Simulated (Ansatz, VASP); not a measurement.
# Two plane-wave programs on NbC

```
Nb C
1.0
     0.00000    2.19944    2.19944
     2.19944    0.00000    2.19944
     2.19944    2.19944    0.00000
Nb C
1 1
Direct
  0.00000 0.00000 0.00000
  0.50000 0.50000 0.50000
```

Alike in both runs: task single point; functional PBE; dispersion D4; k mesh 10 × 10 × 10; occupations gaussian, width 0.05 eV; no spin polarisation.

|  | VASP | Ansatz |
| --- | --- | --- |
| version | VASP 6.6.1 | Ansatz 0.2.0 |
| potentials or method | VASP PAW PBE potentials, release 64 (Nb_sv, C), cutoff 600 eV | scalar-relativistic, plane waves, PAW |
| valence electrons in the cell | 17 | 17 |

Ansatz gave:

* gap on the k mesh at the Fermi level (eV): none
* pressure (GPa): 14.0

Task: Estimate VASP's values.

Result: gap on the k mesh at the Fermi level (eV): none; pressure (GPa): 13.3.

A gap of «none» marks a metal or a gap that the smearing closes.
